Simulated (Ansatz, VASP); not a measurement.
**One calculation of ZnS, two programs**

INCAR

```
PREC = Accurate ; ENCUT = 600
EDIFF = 1E-6 ; ISMEAR = 0
SIGMA = 0.02 ; LREAL = False
LASPH = True ; NELM = 60
ALGO = Normal ; ISIF = 3
LWAVE = False ; LCHARG = False
GGA = CA ; IBRION = 2
NSW = 100 ; EDIFFG = -0.002
```

File KPOINTS:

```
regular mesh
0
Gamma
  12 12 12
```

File POSCAR:

```
ZnS
1.0
    0.0000000000      2.6936828800      2.6936828800
    2.6936828800      0.0000000000      2.6936828800
    2.6936828800      2.6936828800      0.0000000000
Zn S
1 1
Direct
    0.0000000000      0.0000000000      0.0000000000
    0.7500000000      0.7500000000      0.7500000000
```

Input for Ansatz:

```yaml
crystal:
  lattice:
    - [0.0, 2.69368288, 2.69368288]
    - [2.69368288, 0.0, 2.69368288]
    - [2.69368288, 2.69368288, 0.0]
  atoms:
    - { symbol: Zn, position: [0.0, 0.0, 0.0] }
    - { symbol: S, position: [0.75, 0.75, 0.75] }
basis:
  ecutwfc: 420
kpoints:
  mp_grid: { grid: [12, 12, 12] }
hamiltonian:
  xc: lda
  pseudopotentials: { kind: paw, azcp: { folder: soft_1 } }
scf:
  occupations: { method: gaussian, width: 0.02 }
output:
  forces: true
  stress: true
  eigenvalues: true
  write_density: true
  write_potential: true
  elf: true
  volumetric_format: npy
relax:
  adjacent_minimum: "off"
  f_tol: 0.002
  max_steps: 80
  cell: { stress_tol: 0.02 }
```

Alike in both runs: task relaxation of cell and atoms; functional LDA; k mesh 12 × 12 × 12; occupations gaussian, width 0.02 eV; no spin polarisation.

|  | VASP | Ansatz |
| --- | --- | --- |
| version | VASP 6.6.1 | Ansatz 0.2.0 |
| potentials or method | VASP PAW LDA potentials, release 64 (Zn, S), cutoff 600 eV | scalar-relativistic, plane waves, PAW |
| valence electrons in the cell | 18 | 18 |

|  | VASP | Ansatz | Ansatz less VASP |
| --- | --- | --- | --- |
| gap on the k mesh at the Fermi level, each at its own relaxed structure (eV) | 2.15 | 2.12 | -0.029 |
| relaxed volume (Å³/atom) | 18.63 | 18.58 | -0.051 |
| relaxed length of the cell vector where the two differ most in proportion (Å) | 3.749 | 3.745 | -0.0034 |

Ansatz warns that its potentials were made for another functional, while VASP's fit it. LDA's correlation is that of Perdew and Zunger in VASP and of Perdew and Wang (1992) in Ansatz.
